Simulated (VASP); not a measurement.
Set up this calculation in VASP 6.6.1, as the native input.

| Quantity | Value |
| --- | --- |
| Task | single point |
| Functional | PBE |
| Potentials or basis | VASP PAW PBE potentials, release 64 (B) |
| Cutoff | 520 eV |
| k mesh | 46 × 46 × 46 |
| Occupations | fermi-dirac, width 0.0612256 eV |
| Spin | no spin polarisation |
| Dipole correction | no |
| Further INCAR settings | ALGO = Normal; EDIFF = 1e-06; NBANDS = 10 |

The structure of B lies in POSCAR:

```
B
1.0
    0.0000000000      2.0121130426      2.0121130426
    2.0121130426      0.0000000000      2.0121130426
    2.0121130426      2.0121130426      0.0000000000
B
2
Direct
    0.0000000000      0.0000000000      0.0000000000
    0.2500000000      0.2500000000      0.2500000000
```

This isn't the form of B at room conditions, which is rhombohedral.

The input as run:

INCAR

```
PREC     = Accurate       # precision mode
ENCUT    = 520            # plane-wave cutoff, eV
EDIFF    = 1E-6           # SCF threshold, eV
ISMEAR   = -1             # smearing method
SIGMA    = 0.06122561905347299 # smearing width, eV
LREAL    = F              # projectors in reciprocal space
LASPH    = T              # aspherical terms in the spheres
NELM     = 80             # most SCF steps
ALGO     = Normal         # electronic algorithm
ISIF     = 2              # what is computed and relaxed
LWAVE    = F              # write WAVECAR
LCHARG   = F              # write CHGCAR
GGA      = PE             # functional
NBANDS   = 10             # bands
```

KPOINTS

```
Automatic mesh
0
Gamma
  46 46 46
```

Potentials or basis: VASP PAW PBE potentials, release 64 (B).

The run is started by

```bash
$ cat potpaw_PBE.64/B/POTCAR > POTCAR
$ mpirun -np 1 vasp_std > vasp.out
```

Results of the run:

* Pressure: 3.7 GPa
* Band gap on the k mesh: zero (bands 3 and 4 overlap by 7.31 eV)

Caveat: the cell stands under pressure.

Run time: 7 min on 1 thread of Intel Xeon 8259CL, on a shared host, peak memory 0.42 GiB.
